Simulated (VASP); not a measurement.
**Te: single point with r2SCAN**

The system is Te.

```
Te
1.0
    -1.99872    1.99872    1.99872
     1.99872   -1.99872    1.99872
     1.99872    1.99872   -1.99872
Te
1
Direct
  0.00000 0.00000 0.00000
```

This isn't the form of Te at room conditions, which is trigonal, of chains.

```yaml
Program: VASP 6.6.1
Task: single point
Functional: r2SCAN
Potentials_or_basis: VASP PAW PBE potentials, release 64 (Te)
Cutoff: 520 eV
k_mesh: 13 × 13 × 13
Occupations: fermi-dirac, width 0.1 eV
Spin: no spin polarisation
```

* Pressure: -5.0 GPa
* Band gap on the k mesh: zero (bands 3 and 4 overlap by 5.24 eV)

Levels at points of the mesh, in eV from the Fermi level:
```
           k point  band 1  band 2  band 3  band 4  band 5  band 6
(0.00, 0.00, 0.00)  -13.58    2.51    2.51    2.51    9.67   10.03
```

Wall time 38 s on 1 thread of Intel(R) Xeon(R) 6975P-C (Granite Rapids), with other jobs on the host, peak memory 0.17 GiB.

Caveat: the cell stands under tension; the PAW data sets were made with another functional, which shifts forces and pressure a little; spin-orbit coupling is left out, which moves the levels of the heavy elements.
